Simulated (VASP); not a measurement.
# Sc (I4/mmm) in VASP: a series of runs

Sc is run at these levels: PBE; tasks: single point.

Everything below comes from runs of VASP 6.6.1. Logs are shortened: lines on timing, memory, paths and dates and some standing lists are left out, and cuts for length are marked.

## Step 1: The cell of the first run

Symmetry: I4/mmm, No. 139, tetragonal system. Conventional cell: a = 3.807 Å, b = 3.807 Å, c = 4.824 Å, α = 90.00°, β = 90.00°, γ = 90.00°. Within 4.9 Å of Sc (site symmetry 4/mmm) lie 14 Sc at 3.61 to 4.82 Å.

## Step 2: Single point, PBE

Input file INCAR:

```
SYSTEM = Sc
PREC = Accurate
ENCUT = 500
EDIFF = 1E-6
ISMEAR = -1
SIGMA = 0.1
LREAL = .FALSE.
LASPH = .TRUE.
NELM = 120
ALGO = Normal
ISIF = 2
LWAVE = .FALSE.
LCHARG = .FALSE.
GGA = PE
NBANDS = 12
GGA_COMPAT = .FALSE.
```

Input file KPOINTS:

```
regular mesh
0
G
  9 9 9
  0 0 0
```

Input file POSCAR:

```
Sc
1.0
   -1.9037265198      1.9037265198      2.4118259608
    1.9037265198     -1.9037265198      2.4118259608
    1.9037265198      1.9037265198     -2.4118259608
Sc
1
Direct
    0.0000000000      0.0000000000      0.0000000000
```

Potentials or basis: VASP PAW PBE potentials, release 64 (Sc_sv).

On the command line:

```bash
$ cat potpaw_PBE.64/Sc_sv/POTCAR > POTCAR
$ mpirun -np 1 vasp_std > vasp.out
```

OUTCAR:

```text
SYSTEM = Sc
   PREC = Accurate
   ENCUT = 500
   EDIFF = 1E-6
   ISMEAR = -1
   LREAL = .FALSE.
   LASPH = .TRUE.
   NELM = 120
   ISIF = 2
   GGA = PE

 ion  position               nearest neighbor table
   1  0.000  0.000  0.000-

  LATTYP: Found a body centered tetragonal cell.
 ALAT       =     3.8074530396
 C/A-ratio  =     1.2668972858

  Lattice vectors:

 A1 = (  -1.9037265198,   1.9037265198,   2.4118259608)
 A2 = (   1.9037265198,  -1.9037265198,   2.4118259608)
 A3 = (   1.9037265198,   1.9037265198,  -2.4118259608)

Analysis of symmetry for initial positions (statically):
=====================================================================
 Subroutine PRICEL returns:
 Original cell was already a primitive cell.

 Routine SETGRP: Setting up the symmetry group for a
 body centered tetragonal supercell.

 Subroutine GETGRP returns: Found 16 space group operations
 (whereof 16 operations were pure point group operations)
 out of a pool of 16 trial point group operations.

The static configuration has the point symmetry D_4h.

Analysis of symmetry for dynamics (positions and initial velocities):
=====================================================================
 Subroutine PRICEL returns:
 Original cell was already a primitive cell.

 Routine SETGRP: Setting up the symmetry group for a
 body centered tetragonal supercell.

 Subroutine GETGRP returns: Found 16 space group operations
 (whereof 16 operations were pure point group operations)
 out of a pool of 16 trial point group operations.

The dynamic configuration has the point symmetry D_4h.

 Subroutine INISYM returns: Found 16 space group operations
 (whereof 16 operations are pure point group operations),
 and found     1 'primitive' translations

----------------------------------------------------------------------------------------

                                     Primitive cell

  volume of cell :      34.9635

  direct lattice vectors                    reciprocal lattice vectors
    -1.903726520  1.903726520  2.411825961     0.000000000  0.262642767  0.207311808
     1.903726520 -1.903726520  2.411825961     0.262642767  0.000000000  0.207311808
     1.903726520  1.903726520 -2.411825961     0.262642767  0.262642767  0.000000000

  length of vectors
     3.614589021  3.614589021  3.614589021     0.334603360  0.334603360  0.371432963

  position of ions in fractional coordinates (direct lattice)
     0.000000000  0.000000000  0.000000000

  ion indices of the primitive-cell ions
   primitive index   ion index
                 1           1
[... 74 lines left out ...]
   EDIFFG = 0.1E-04   stopping-criterion for IOM
   NSW    =      0    number of steps for IOM
   IBRION =     -1    ionic relax: 0-MD 1-quasi-New 2-CG
   NFREE  =      0    steps in history (QN), initial steepest desc. (CG)
   ISIF   =      2    stress and relaxation
   ISYM   =      2    0-nonsym 1-usesym 2-fastsym
   POTIM  = 0.5000    time-step for ionic-motion
   TEBEG  =    0.0;   TEEND  =   0.0 temperature during run
   PSTRESS=    0.0 pullay stress
   NELECT =      11.0000    total number of electrons
   NUPDOWN=      -1.0000    fix difference up-down
   EMIN   =  10.00;   EMAX   =-10.00  energy-range for DOS
   EFERMI =   0.00;   METHOD = LEGACY
   ISMEAR =    -1;   SIGMA  =   0.10  broadening in eV -4-tet -1-fermi 0-gaus
   EFERMI_NEDOS =   21; number of points for ismear=-14 and -15
   IALGO  =     38    algorithm
   IMIX   =      4    mixing-type and parameters
     AMIX     =   0.40;   BMIX     =  1.00
     AMIX_MAG =   1.60;   BMIX_MAG =  1.00
  volume/ion in A,a.u.               =      34.96       235.95
  Fermi-wavevector in a.u.,A,eV,Ry     =   1.113441  2.104099 16.867847  1.239752
  Thomas-Fermi vector in A             =   2.250026
   LORBIT       =      0    0 simple, 1 ext, 2 COOP (PROOUT), +10 PAW based schemes
   GGA     = PE    functional components
   LHFCALC =     F    Hartree Fock is set to
   AEXX    =    0.0000 exact exchange contribution
   IVDW    =     0    specifies the selected vdW correction
   LEPSILON=     F    determine dielectric tensor
   LRPA    =     F    only Hartree local field effects (RPA)
 non-spin polarized calculation
  energy-cutoff  :      500.00
  volume of cell :       34.96
 maximum number of plane-waves:       908
   NGX = 13   NGY = 13   NGZ = 13

 number of electron      11.0000002 magnetization

 Free energy of the ion-electron system (eV)
  ---------------------------------------------------
  ext. energy  EPLUGINS =         0.00000000
  ---------------------------------------------------
  free energy    TOTEN  =        -5.82090858 eV

  energy without entropy =       -5.72985497  energy(sigma->0) =       -5.77538177

 E-fermi :   1.9463     XC(G=0):  -8.5708

 val. band max:        1.9392826352   @ k =  -0.4444  -0.4444   0.1111
 cond. band min:       1.9595817822   @ k =  -0.4444   0.2222  -0.0000
 fundamental gap:      0.0202991470
 Fermi energy:         1.9463123014

 k-point     1 :       0.0000    0.0000    0.0000
  band No.  band energies     occupation
      1     -48.4197      2.00000
      2     -26.9420      2.00000
      3     -26.9374      2.00000
      4     -26.9374      2.00000
      5      -2.4916      2.00000
      6       2.9038      0.00014
      7       2.9038      0.00014
      8       3.3191      0.00000
      9       3.5982      0.00000
     10       4.0360      0.00000
     11      12.7941      0.00000
     12      14.4885      0.00000
[... 331 lines left out ...]
 k-point    24 :       0.4444    0.4444    0.0000
  band No.  band energies     occupation
      1     -48.4053      2.00000
      2     -27.0371      2.00000
      3     -26.9904      2.00000
      4     -26.9621      2.00000
      5       0.9992      1.99985
      6       1.7540      1.74499
      7       2.5184      0.00653
      8       4.2190      0.00000
      9       4.4117      0.00000
     10       4.8691      0.00000
     11       6.9420      0.00000
     12       8.3685      0.00000

 [... further k-points ...]
[... 5 lines left out ...]
  --------------------------------------------------------------------------------------
  -------------------------------------------------------------------------------------
  Total       -2.2412759     -2.2412759     -1.9626433      0.0000000      0.0000000      0.0000000
  in kB     -102.7048214   -102.7048214    -89.9366869      0.0000000      0.0000000      0.0000000
  external PRESSURE =     -98.4487766 kB  Pullay stress =       0.0000000 kB

 VOLUME and BASIS-vectors are now :
 -----------------------------------------------------------------------------
  energy-cutoff  :      500.00
  volume of cell :       34.96
      direct lattice vectors                 reciprocal lattice vectors
    -1.903726520  1.903726520  2.411825961     0.000000000  0.262642767  0.207311808
     1.903726520 -1.903726520  2.411825961     0.262642767  0.000000000  0.207311808
     1.903726520  1.903726520 -2.411825961     0.262642767  0.262642767  0.000000000

 POSITION                                       TOTAL-FORCE (eV/Angst)
 -----------------------------------------------------------------------------------
      0.00000      0.00000      0.00000         0.000000      0.000000     -0.000000
 -----------------------------------------------------------------------------------
    total drift:                                0.000000     -0.000000     -0.000000

  FREE ENERGIE OF THE ION-ELECTRON SYSTEM (eV)
  ---------------------------------------------------
  free  energy   TOTEN  =        -5.8209085756 eV

  energy  without entropy=       -5.7298549687  energy(sigma->0) =       -5.77538177
```

Wall time 20 s (1 thread of Intel Xeon Platinum 8375C at 2.90GHz (Ice Lake), shared host); peak memory 0.17 GiB.

What came out:

```
Free energy            : -5.8209 eV
Pressure               : -9.8 GPa
Band gap on the k mesh : zero (an odd number of electrons rules out a gap without spin polarisation)
```

Stress tensor (GPa, compression positive):
```
-10.27   0.00   0.00
  0.00 -10.27   0.00
  0.00   0.00  -8.99
```

Levels at points of the mesh, in eV from the Fermi level:
| k point | band 2 | band 3 | band 4 | band 5 | band 6 | band 7 | band 8 | band 9 |
| --- | --- | --- | --- | --- | --- | --- | --- | --- |
| (0.00, 0.00, 0.00) | -28.89 | -28.88 | -28.88 | -4.44 | 0.96 | 0.96 | 1.37 | 1.65 |

Caveat: the cell stands under tension.

## Step 3: Single point, PBE

This run uses another cell than the first one, of 35.64 Å³/atom.

Input file INCAR:

```
ALGO = Normal
EDIFF = 1E-6
ENCUT = 500
GGA = PE
GGA_COMPAT = F
ISIF = 2
ISMEAR = -1
LASPH = T
LCHARG = F
LREAL = F
LWAVE = F
NBANDS = 12
NELM = 120
PREC = Accurate
SIGMA = 0.1
```

Input file KPOINTS:

```
k-points
0
Gamma
  9 9 9
```

Input file POSCAR:

```
Sc
1.0
   -1.9158524933      1.9158524933      2.4271883238
    1.9158524933     -1.9158524933      2.4271883238
    1.9158524933      1.9158524933     -2.4271883238
Sc
1
Direct
    0.0000000000      0.0000000000      0.0000000000
```

Potentials or basis: VASP PAW PBE potentials, release 64 (Sc_sv).

On the command line:

```bash
$ cat potpaw_PBE.64/Sc_sv/POTCAR > POTCAR
$ mpirun -np 1 vasp_std > vasp.out
```

Wall time 20 s (1 thread of Intel Xeon Platinum 8375C at 2.90GHz (Ice Lake), shared host); peak memory 0.17 GiB.

Results (log left out):

| Item | Value |
| --- | --- |
| Free energy | -5.7794 eV |
| Pressure | -10.0 GPa |
| Band gap on the k mesh | zero (an odd number of electrons rules out a gap without spin polarisation) |

Stress tensor (GPa, compression positive):
```
-10.45   0.00   0.00
  0.00 -10.45   0.00
  0.00   0.00  -9.20
```

Levels at points of the mesh, in eV from the Fermi level:
| k point | band 2 | band 3 | band 4 | band 5 | band 6 | band 7 | band 8 | band 9 |
| --- | --- | --- | --- | --- | --- | --- | --- | --- |
| (0.00, 0.00, 0.00) | -28.93 | -28.93 | -28.93 | -4.40 | 0.93 | 0.93 | 1.34 | 1.61 |

Caveat: the cell stands under tension.
